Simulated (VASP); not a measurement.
Crystal: InTe4W.

```
CELL_PARAMETERS angstrom
6.32588 0.00000 0.00000
0.00000 6.32588 0.00000
0.00000 0.00000 4.86802
ATOMIC_POSITIONS crystal
In 0.00000 0.00000 0.50000
Te 0.28992 0.00000 0.00000
Te 0.71008 0.00000 0.00000
Te 0.00000 0.28992 0.00000
Te 0.00000 0.71008 0.00000
W 0.50000 0.50000 0.00000
```

- Program: VASP 6.6.1
- Task: relaxation of cell and atoms
- Functional: PBE
- Potentials or basis: VASP PAW PBE potentials, release 64 (In_d, Te, W_sv)
- Cutoff: 600 eV
- k mesh: 4 × 4 × 4
- Occupations: gaussian, width 0.1 eV
- Spin: no spin polarisation

At the start: pressure 17.1 GPa; volume 32.47 Å³/atom.

Q: How do energy, volume and symmetry change on relaxing?

A: Over 28 steps the energy falls by 734.1 meV/atom and the volume is 35.35 Å³/atom (+8.9 %); space group P4/mmm (No. 123, to 0.05 Å).

The path:
```
step  energy change (eV)  largest force (eV/Å)  pressure (GPa)  volume (Å³)
   1              0.0000                3.4017           17.07       194.80
   2             -2.1853                0.0664           -3.35       308.11
   3             -3.0430                0.1331            0.10       251.88
   4             -3.0430                0.1468           -0.05       253.12
   5             -3.0481                0.0403           -0.19       253.24
   6             -3.0495                0.0472           -0.31       253.34
   7             -3.0542                0.0899           -0.19       251.08
   8             -3.0597                0.1732            0.07       246.72
   9             -3.0546                0.3451            0.67       238.10
  10             -3.0606                0.2150            0.20       244.59
  11             -3.0632                0.2200            0.22       243.80
  12             -3.0714                0.2319            0.27       241.41
  13             -3.0875                0.2438            0.40       236.61
  14             -3.1038                0.2619            0.84       226.91
  15             -3.1150                0.2359            0.69       226.48
  16             -3.1328                0.2497            0.36       225.25
  17             -3.1497                0.2094           -0.17       222.20
  18             -3.3278                0.0308           -0.57       213.66
  19             -2.2416                0.3018           12.35       186.04
  20             -3.4032                0.1269           -0.92       212.01
  21             -4.2986                0.2107            1.99       200.59
  22             -3.8850                0.0982            6.04       193.72
  23             -4.3036                0.2092            2.48       199.52
  24             -4.3071                0.1300            2.66       201.29
  25             -4.3173                0.1699            2.55       200.48
  26             -4.3530                0.1262            1.92       203.06
  27             -4.4038                0.0127            0.23       210.95
  28             -4.4046                0.0018            0.01       212.07
```

Final structure:
```xyz
6
Lattice="8.2129 0.0000 0.0000 0.0000 8.2129 0.0000 0.0000 0.0000 3.1441" Properties=species:S:1:pos:R:3 pbc="T T T"
In    0.0000    0.0000    1.5721
Te    2.6794    0.0000    0.0000
Te    5.5335    0.0000    0.0000
Te    0.0000    2.6794    0.0000
Te    0.0000    5.5335    0.0000
W     4.1064    4.1064    0.0000
```
